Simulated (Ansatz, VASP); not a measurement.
## BeS in VASP and in Ansatz

File POSCAR:

```
BeS
1.0
    0.0000000000      2.5316784796      2.3555199058
    2.5316784796      0.0000000000      2.3555199058
    2.5316784796      2.5316784796      0.0000000000
Be S
1 1
Direct
    0.0000000000      0.0000000000      0.0000000000
    0.2500000000      0.2500000000      0.2500000000
```

The input INCAR.step1:

```
PREC = Accurate ; ENCUT = 520
EDIFF = 1E-5 ; ISMEAR = 0
SIGMA = 0.01 ; LREAL = False
LASPH = True ; NELM = 100
ALGO = Normal ; ISIF = 2
LWAVE = True ; LCHARG = False
GGA = PE ; NBANDS = 11
```

INCAR.step2

```
PREC = Accurate ; ENCUT = 520
EDIFF = 1E-6 ; ISMEAR = 0
SIGMA = 0.01 ; LREAL = False
LASPH = True ; NELM = 100
ALGO = Normal ; ISIF = 2
LWAVE = False ; LCHARG = False
GGA = PE ; LHFCALC = True
HFSCREEN = 0.2079 ; PRECFOCK = Normal
ISTART = 1 ; NBANDS = 11
```

Contents of KPOINTS:

```
regular mesh
0
Gamma
  6 6 6
```

Input for Ansatz:

```yaml
crystal:
  lattice:
    - [0.0, 2.5316784796, 2.3555199058]
    - [2.5316784796, 0.0, 2.3555199058]
    - [2.5316784796, 2.5316784796, 0.0]
  atoms:
    - { symbol: Be, position: [0.0, 0.0, 0.0] }
    - { symbol: S, position: [0.25, 0.25, 0.25] }
kpoints:
  mp_grid: { grid: [6, 6, 6] }
  band_path:
    path:
      - [0.0, 0.0, 0.0]
      - [-0.5, -0.5, 0.0]
      - [-0.375, -0.375, 0.25]
      - [-0.375, 0.0, 0.375]
      - [0.0, 0.0, 0.5]
      - [-0.5, -0.25, 0.25]
      - [-0.0375, 0.0, 0.0375]
    npoints: 1
hamiltonian:
  xc: hse06
scf:
  occupations: { method: fixed }
  n_extra_bands: 4
output:
  forces: true
  stress: true
  eigenvalues: true
```

Change from the starting cell: epitaxial_xy strain +4.0%.

Alike in both runs: task single point; functional HSE06; k mesh 6 × 6 × 6; no spin polarisation.

```csv
,VASP,Ansatz
version,VASP 6.6.1,Ansatz 0.2.0
potentials or method,"VASP PAW PBE potentials, release 64 (Be, S)","plane waves, PAW"
plane-wave cutoff (eV),520,420
occupations,"gaussian, width 0.01 eV",fixed
valence electrons in the cell,8,8
```

Ansatz gave:

* gap on the k mesh at the Fermi level (eV): 3.64
* pressure (GPa): -5.0
* traceless stress, the component that is largest in VASP (GPa): 4.24

Task: What did VASP give for the same quantities?

Result: gap on the k mesh at the Fermi level (eV): 3.63; pressure (GPa): -5.1; traceless stress, the component that is largest in VASP (GPa): 4.23.

Ansatz's warnings: stress exchange threshold loose, stress scf threshold loose.
